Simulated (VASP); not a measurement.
# Mg3Te (I4/mmm) in VASP: further runs

Runs on Mg3Te. Level: r2SCAN. Tasks: single point.

Everything below comes from runs of VASP 6.6.1. Logs are shortened: lines on timing, memory, paths and dates and some standing lists are left out, and cuts for length are marked.

**1. The cell of the first run**

The structure is tetragonal, space group I4/mmm (No. 139). The conventional cell has a = 4.335 Å, b = 4.335 Å, c = 10.704 Å, α = 90.00°, β = 90.00°, γ = 90.00°. Within 4.0 Å of Te (site symmetry 4/mmm) lie 12 Mg at 3.07 to 3.44 Å. Mg (site symmetry -4m2) has 8 Mg at 3.07 to 3.44 Å and 4 Te at 3.44 Å within 4.0 Å. Within 4.0 Å of Mg (site symmetry 4/mmm) lie 4 Te at 3.07 Å and 8 Mg at 3.44 Å.

**2. Single point, r2SCAN**

POSCAR

```
Mg3Te
1.0
   -2.1675127022      2.1675127022      5.3520023928
    2.1675127022     -2.1675127022      5.3520023928
    2.1675127022      2.1675127022     -5.3520023928
Te Mg
1 3
Direct
    0.0000000000      0.0000000000      0.0000000000
    0.2500000000      0.7500000000      0.5000000000
    0.7500000000      0.2500000000      0.5000000000
    0.5000000000      0.5000000000      0.0000000000
```

INCAR.step1

```
SYSTEM = Mg3Te
  PREC = Accurate
  ENCUT = 520
  ISMEAR = -1
  SIGMA = 0.05
  LREAL = .False.
  LASPH = .True.
  NELM = 80
  NBANDS = 14
  GGA = PE
  ALGO = Normal
  EDIFF = 1E-4
  LWAVE = .True.
  LCHARG = .False.
```

INCAR.step2

```
SYSTEM = Mg3Te
  PREC = Accurate
  ENCUT = 520
  EDIFF = 1E-7
  ISMEAR = -1
  SIGMA = 0.05
  LREAL = .False.
  LASPH = .True.
  NELM = 80
  ALGO = Normal
  ISIF = 2
  LWAVE = .False.
  LCHARG = .True.
  METAGGA = R2SCAN
  LMIXTAU = .True.
  LELF = .True.
  LVHAR = .True.
  NBANDS = 14
  ISTART = 1
```

KPOINTS

```
Automatic mesh
0
Gamma
  9 9 9
  0 0 0
```

Potentials or basis: VASP PAW PBE potentials, release 64 (Te, Mg).

On the command line:

```
$ cat potpaw_PBE.64/Te/POTCAR potpaw_PBE.64/Mg/POTCAR > POTCAR
$ cp INCAR.step1 INCAR
$ mpirun -np 1 vasp_std > vasp.out
$ cp INCAR.step2 INCAR
$ mpirun -np 1 vasp_std > vasp.out
```

OUTCAR:

```text
SYSTEM = Mg3Te
   PREC = Accurate
   ENCUT = 520
   EDIFF = 1E-7
   ISMEAR = -1
   LREAL = .False.
   LASPH = .True.
   NELM = 80
   ISIF = 2
   METAGGA = R2SCAN
   ISTART = 1

 ion  position               nearest neighbor table
   1  0.000  0.000  0.000-   4 3.07   4 3.07   4 3.07   4 3.07   3 3.44   2 3.44   3 3.44   2 3.44
                             3 3.44   3 3.44   2 3.44   2 3.44
   2  0.250  0.750  0.500-   3 3.07   3 3.07   3 3.07   3 3.07   4 3.44   1 3.44   4 3.44   4 3.44
                             1 3.44   1 3.44   4 3.44   1 3.44
   3  0.750  0.250  0.500-   2 3.07   2 3.07   2 3.07   2 3.07   4 3.44   1 3.44   4 3.44   1 3.44
                             4 3.44   4 3.44   1 3.44   1 3.44
   4  0.500  0.500  0.000-   1 3.07   1 3.07   1 3.07   1 3.07   3 3.44   2 3.44   3 3.44   3 3.44
                             2 3.44   2 3.44   3 3.44   2 3.44

  LATTYP: Found a body centered tetragonal cell.
 ALAT       =     4.3350254044
 C/A-ratio  =     2.4691907860

  Lattice vectors:

 A1 = (  -2.1675127022,   2.1675127022,   5.3520023928)
 A2 = (   2.1675127022,  -2.1675127022,   5.3520023928)
 A3 = (   2.1675127022,   2.1675127022,  -5.3520023928)

Analysis of symmetry for initial positions (statically):
=====================================================================
 Subroutine PRICEL returns:
 Original cell was already a primitive cell.

 Routine SETGRP: Setting up the symmetry group for a
 body centered tetragonal supercell.

 Subroutine GETGRP returns: Found 16 space group operations
 (whereof 16 operations were pure point group operations)
 out of a pool of 16 trial point group operations.

The static configuration has the point symmetry D_4h.

Analysis of symmetry for dynamics (positions and initial velocities):
=====================================================================
 Subroutine PRICEL returns:
 Original cell was already a primitive cell.

 Routine SETGRP: Setting up the symmetry group for a
 body centered tetragonal supercell.

 Subroutine GETGRP returns: Found 16 space group operations
 (whereof 16 operations were pure point group operations)
 out of a pool of 16 trial point group operations.

The dynamic configuration has the point symmetry D_4h.

 Subroutine INISYM returns: Found 16 space group operations
 (whereof 16 operations are pure point group operations),
 and found     1 'primitive' translations

----------------------------------------------------------------------------------------

                                     Primitive cell

  volume of cell :     100.5772

  direct lattice vectors                    reciprocal lattice vectors
    -2.167512702  2.167512702  5.352002393     0.000000000  0.230679156  0.093422978
     2.167512702 -2.167512702  5.352002393     0.230679156  0.000000000  0.093422978
     2.167512702  2.167512702 -5.352002393     0.230679156  0.230679156  0.000000000

  length of vectors
     6.167669920  6.167669920  6.167669920     0.248878938  0.248878938  0.326229590

  position of ions in fractional coordinates (direct lattice)
     0.000000000  0.000000000  0.000000000
     0.250000000  0.750000000  0.500000000
     0.750000000  0.250000000  0.500000000
     0.500000000  0.500000000  0.000000000

  ion indices of the primitive-cell ions
   primitive index   ion index
                 1           1
                 2           2
                 3           3
                 4           4

----------------------------------------------------------------------------------------

 KPOINTS: Automatic mesh

Automatic generation of k-mesh.
 Grid dimensions read from file:
 generate k-points for:    9    9    9

 Generating k-lattice:

  Cartesian coordinates                     Fractional coordinates (reciprocal lattice)
     0.000000000  0.025631017  0.010380331     0.111111111  0.000000000  0.000000000
     0.025631017  0.000000000  0.010380331     0.000000000  0.111111111  0.000000000
     0.025631017  0.025631017  0.000000000     0.000000000  0.000000000  0.111111111

  Length of vectors
     0.027653215  0.027653215  0.036247732

  Shift w.r.t. Gamma in fractional coordinates (k-lattice)
     0.000000000  0.000000000  0.000000000

 Subroutine IBZKPT returns following result:
 ===========================================

 Found     75 irreducible k-points:

 Following reciprocal coordinates:
            Coordinates               Weight
  0.000000  0.000000  0.000000      1.000000
  0.111111  0.000000 -0.000000      8.000000
  0.222222 -0.000000  0.000000      8.000000
  0.333333  0.000000 -0.000000      8.000000
  0.444444 -0.000000  0.000000      8.000000
  0.111111  0.111111 -0.000000      8.000000
[... 16 lines left out ...]
 -0.333333  0.333333  0.000000      4.000000
  0.444444  0.444444  0.000000      8.000000
 [... further k-points ...]
   k-points           NKPTS =     75   k-points in BZ     NKDIM =     75   number of bands    NBANDS=     14
   number of dos      NEDOS =    301   number of ions     NIONS =      4
   total plane-waves  NPLWV = 110592
   dimension x,y,z NGX =    48 NGY =   48 NGZ =   48
   dimension x,y,z NGXF=    96 NGYF=   96 NGZF=   96
   ions per type =               1   3
   NGX,Y,Z   is equivalent  to a cutoff of  12.94, 12.94, 12.94 a.u.
   NGXF,Y,Z  is equivalent  to a cutoff of  25.88, 25.88, 25.88 a.u.
 SYSTEM =  Mg3Te
   PREC   = accura    normal or accurate (medium, high low for compatibility)
   ISTART =      1    job   : 0-new  1-cont  2-samecut
   ICHARG =      0    charge: 1-file 2-atom 10-const
   ISPIN  =      1    spin polarized calculation?
   LNONCOLLINEAR =      F non collinear calculations
   LSORBIT =      F    spin-orbit coupling
   LASPH  =      T    aspherical Exc in radial PAW
   ENCUT  =  520.0 eV  38.22 Ry    6.18 a.u.  11.47 11.47 11.47*2*pi/ulx,y,z
   NELM   =     80;   NELMIN=  2; NELMDL=  0     # of ELM steps
   EDIFF  = 0.1E-06   stopping-criterion for ELM
   LREAL  =      F    real-space projection
   EDIFFG = 0.1E-05   stopping-criterion for IOM
   NSW    =      0    number of steps for IOM
   IBRION =     -1    ionic relax: 0-MD 1-quasi-New 2-CG
   NFREE  =      0    steps in history (QN), initial steepest desc. (CG)
   ISIF   =      2    stress and relaxation
   ISYM   =      2    0-nonsym 1-usesym 2-fastsym
   POTIM  = 0.5000    time-step for ionic-motion
   TEBEG  =    0.0;   TEEND  =   0.0 temperature during run
   PSTRESS=    0.0 pullay stress
   NELECT =      12.0000    total number of electrons
   NUPDOWN=      -1.0000    fix difference up-down
   EMIN   =  10.00;   EMAX   =-10.00  energy-range for DOS
   EFERMI =   0.00;   METHOD = LEGACY
   ISMEAR =    -1;   SIGMA  =   0.05  broadening in eV -4-tet -1-fermi 0-gaus
   EFERMI_NEDOS =   21; number of points for ismear=-14 and -15
   IALGO  =     38    algorithm
   IMIX   =      4    mixing-type and parameters
     AMIX     =   0.40;   BMIX     =  1.00
     AMIX_MAG =   1.60;   BMIX_MAG =  1.00
  volume/ion in A,a.u.               =      25.14       169.68
  Fermi-wavevector in a.u.,A,eV,Ry     =   0.805939  1.523003  8.837492  0.649537
  Thomas-Fermi vector in A             =   1.914278
   LORBIT       =      0    0 simple, 1 ext, 2 COOP (PROOUT), +10 PAW based schemes
   METAGGA = R2SCAN    functional components
   LHFCALC =     F    Hartree Fock is set to
   AEXX    =    0.0000 exact exchange contribution
   IVDW    =     0    specifies the selected vdW correction
   LEPSILON=     F    determine dielectric tensor
   LRPA    =     F    only Hartree local field effects (RPA)
 non-spin polarized calculation
  energy-cutoff  :      520.00
  volume of cell :      100.58
 maximum number of plane-waves:      2734
 NGX is ok and might be reduce to    48
   NGX = 23   NGY = 23   NGZ = 23

 number of electron      12.0000000 magnetization

 Free energy of the ion-electron system (eV)
  ---------------------------------------------------
  ext. energy  EPLUGINS =         0.00000000
  ---------------------------------------------------
  free energy    TOTEN  =       -38.46555189 eV

  energy without entropy =      -38.44575847  energy(sigma->0) =      -38.45565518

 E-fermi :   4.3255     XC(G=0):  -9.3108

 val. band max:        4.3195083664   @ k =  -0.3333   0.4444   0.2222
 cond. band min:       4.3538397652   @ k =  -0.3333  -0.4444   0.3333
 fundamental gap:      0.0343313988
 Fermi energy:         4.3254681579

 k-point     1 :       0.0000    0.0000    0.0000
  band No.  band energies     occupation
      1      -8.3777      2.00000
      2      -0.1372      2.00000
      3      -0.0998      2.00000
      4       1.4521      2.00000
      5       1.4521      2.00000
      6       4.8278      0.00009
      7       5.5247      0.00000
      8       5.8781      0.00000
      9       5.8781      0.00000
     10       6.3981      0.00000
     11       8.3027      0.00000
     12      11.0261      0.00000
     13      11.0261      0.00000
     14      11.1387      0.00000

 k-point     2 :       0.1111    0.0000   -0.0000
  band No.  band energies     occupation
      1      -8.3254      2.00000
      2      -0.5589      2.00000
      3       0.2220      2.00000
      4       1.2732      2.00000
      5       1.4955      2.00000
      6       4.4261      0.23588
      7       5.1865      0.00000
      8       6.0057      0.00000
      9       6.6194      0.00000
     10       6.7929      0.00000
     11       9.0182      0.00000
     12       9.6066      0.00000
     13      10.4150      0.00000
     14      11.7242      0.00000

 k-point     3 :       0.2222   -0.0000    0.0000
  band No.  band energies     occupation
      1      -8.1848      2.00000
      2      -1.0150      2.00000
      3      -0.0189      2.00000
      4       1.5341      2.00000
      5       1.6136      2.00000
      6       3.4212      2.00000
      7       5.5713      0.00000
      8       6.3687      0.00000
      9       7.3134      0.00000
     10       7.8153      0.00000
     11       8.4137      0.00000
     12       9.2773      0.00000
     13      10.2123      0.00000
     14      11.3712      0.00000

 k-point     4 :       0.3333    0.0000   -0.0000
  band No.  band energies     occupation
      1      -8.0084      2.00000
      2      -1.5581      2.00000
      3      -0.2066      2.00000
      4       1.5867      2.00000
      5       1.7652      2.00000
      6       3.3475      2.00000
      7       5.8769      0.00000
      8       6.7873      0.00000
      9       7.4808      0.00000
     10       7.7454      0.00000
     11       7.9463      0.00000
     12       9.3057      0.00000
     13      10.1970      0.00000
     14      10.7651      0.00000

 k-point     5 :       0.4444   -0.0000    0.0000
  band No.  band energies     occupation
      1      -7.8813      2.00000
      2      -1.9390      2.00000
      3      -0.1687      2.00000
      4       1.2033      2.00000
      5       1.8773      2.00000
      6       4.2001      1.84939
      7       5.6433      0.00000
      8       6.7029      0.00000
      9       7.0133      0.00000
     10       7.7213      0.00000
     11       8.1965      0.00000
[... 276 lines left out ...]
 k-point    22 :      -0.4444    0.3333   -0.0000
  band No.  band energies     occupation
      1      -7.6134      2.00000
      2      -1.2429      2.00000
      3      -0.3271      2.00000
      4       0.3564      2.00000
      5       2.2526      2.00000
      6       2.9191      2.00000
      7       3.7657      1.99997
      8       4.5519      0.02136
      9       6.7059      0.00000
     10       7.7132      0.00000
     11       9.7242      0.00000
     12      10.3880      0.00000
     13      11.3597      0.00000
     14      12.5687      0.00000

 k-point    23 :      -0.3333    0.3333    0.0000
  band No.  band energies     occupation
      1      -7.7229      2.00000
      2      -1.1099      2.00000
      3      -0.2895      2.00000
      4       0.5073      2.00000
      5       2.3313      2.00000
      6       3.2603      2.00000
      7       3.2686      2.00000
      8       4.1978      1.85571
      9       7.9152      0.00000
     10       8.1607      0.00000
     11      10.1054      0.00000
     12      10.3880      0.00000
     13      10.8803      0.00000
     14      12.4592      0.00000

 k-point    24 :       0.4444    0.4444    0.0000
  band No.  band energies     occupation
      1      -7.5137      2.00000
      2      -0.9738      2.00000
      3      -0.7230      2.00000
      4       0.2999      2.00000
      5       1.8731      2.00000
      6       2.9900      2.00000
      7       4.1339      1.95759
      8       5.1366      0.00000
      9       5.7720      0.00000
     10       6.4113      0.00000
     11       9.6653      0.00000
     12      10.5306      0.00000
     13      12.3959      0.00000
     14      12.9288      0.00000

 [... further k-points ...]

------------------------ aborting loop because EDIFF is reached ----------------------------------------

  FORCE on cell =-STRESS in cart. coord.  units (eV):
  Direction    XX          YY          ZZ          XY          YZ          ZX
  --------------------------------------------------------------------------------------
  -------------------------------------------------------------------------------------
  Total       -1.6556318     -1.6556318     -1.0442908      0.0000000      0.0000000      0.0000000
  in kB      -26.3739244    -26.3739244    -16.6353686      0.0000000      0.0000000      0.0000000
  external PRESSURE =     -23.1277391 kB  Pullay stress =       0.0000000 kB

 VOLUME and BASIS-vectors are now :
 -----------------------------------------------------------------------------
  energy-cutoff  :      520.00
  volume of cell :      100.58
      direct lattice vectors                 reciprocal lattice vectors
    -2.167512702  2.167512702  5.352002393     0.000000000  0.230679156  0.093422978
     2.167512702 -2.167512702  5.352002393     0.230679156  0.000000000  0.093422978
     2.167512702  2.167512702 -5.352002393     0.230679156  0.230679156  0.000000000

 POSITION                                       TOTAL-FORCE (eV/Angst)
 -----------------------------------------------------------------------------------
      0.00000      0.00000      0.00000         0.000000      0.000000      0.000000
      2.16751      0.00000      2.67600        -0.000000      0.000000      0.000000
      0.00000      2.16751      2.67600         0.000000     -0.000000     -0.000000
      0.00000      0.00000      5.35200         0.000000      0.000000      0.000000
 -----------------------------------------------------------------------------------
    total drift:                                0.000000     -0.000000     -0.000000

  FREE ENERGIE OF THE ION-ELECTRON SYSTEM (eV)
  ---------------------------------------------------
  free  energy   TOTEN  =       -38.4655518908 eV

  energy  without entropy=      -38.4457584726  energy(sigma->0) =      -38.45565518
```

Run time: 6.5 min. Hardware: 1 thread of Intel Xeon 6975P-C (Granite Rapids), shared host; peak memory 0.41 GiB.

What came out:

```
Free energy            : -38.4656 eV
Pressure               : -2.3 GPa
Band gap on the k mesh : zero (bands 6 and 7 overlap by 1.56 eV)
```

Caveat: the PAW data sets were made with another functional, which shifts forces and pressure a little; spin-orbit coupling is left out, which moves the levels of the heavy elements.

**3. Single point, r2SCAN**

This run uses another cell than the first one, of 25.63 Å³/atom.

POSCAR

```
Mg3Te
1.0
   -2.1813188878      2.1813188878      5.3860924991
    2.1813188878     -2.1813188878      5.3860924991
    2.1813188878      2.1813188878     -5.3860924991
Te Mg
1 3
Direct
    0.0000000000      0.0000000000      0.0000000000
    0.2500000000      0.7500000000      0.5000000000
    0.7500000000      0.2500000000      0.5000000000
    0.5000000000      0.5000000000      0.0000000000
```

INCAR.step1

```
  PREC = Accurate
  ENCUT = 520
  ISMEAR = -1
  SIGMA = 0.05
  LREAL = False
  LASPH = True
  NELM = 60
  NBANDS = 14
  GGA = PE
  ALGO = Normal
  EDIFF = 1E-4
  LWAVE = True
  LCHARG = False
```

INCAR.step2

```
  PREC = Accurate
  ENCUT = 520
  EDIFF = 1E-7
  ISMEAR = -1
  SIGMA = 0.05
  LREAL = False
  LASPH = True
  NELM = 60
  ALGO = Normal
  ISIF = 2
  LWAVE = False
  LCHARG = False
  METAGGA = R2SCAN
  LMIXTAU = True
  NBANDS = 14
  ISTART = 1
```

KPOINTS

```
Automatic mesh
0
Gamma
  9 9 9
```

Potentials or basis: VASP PAW PBE potentials, release 64 (Te, Mg).

On the command line:

```
$ cat potpaw_PBE.64/Te/POTCAR potpaw_PBE.64/Mg/POTCAR > POTCAR
$ cp INCAR.step1 INCAR
$ mpirun -np 1 vasp_std > vasp.out
$ cp INCAR.step2 INCAR
$ mpirun -np 1 vasp_std > vasp.out
```

It took 6 min on 1 thread of Intel Xeon 6975P-C (Granite Rapids), shared host; peak memory 0.41 GiB.

The run converged. Its results:

```
Free energy            : -38.4342 eV
Pressure               : -2.9 GPa
Band gap on the k mesh : zero (bands 6 and 7 overlap by 1.50 eV)
```

Stress tensor (GPa, compression positive):
```
-3.27  0.00  0.00
 0.00 -3.27  0.00
 0.00  0.00 -2.10
```

Levels at points of the mesh, in eV from the Fermi level:
```csv
k point,band 4,band 5,band 6,band 7,band 8,band 9
"(0.00, 0.00, 0.00)",-2.83,-2.83,0.47,1.21,1.55,1.55
```

Caveat: the PAW data sets were made with another functional, which shifts forces and pressure a little; spin-orbit coupling is left out, which moves the levels of the heavy elements.

The gap in the log of VASP goes by the Fermi energy; the results here count the filled bands.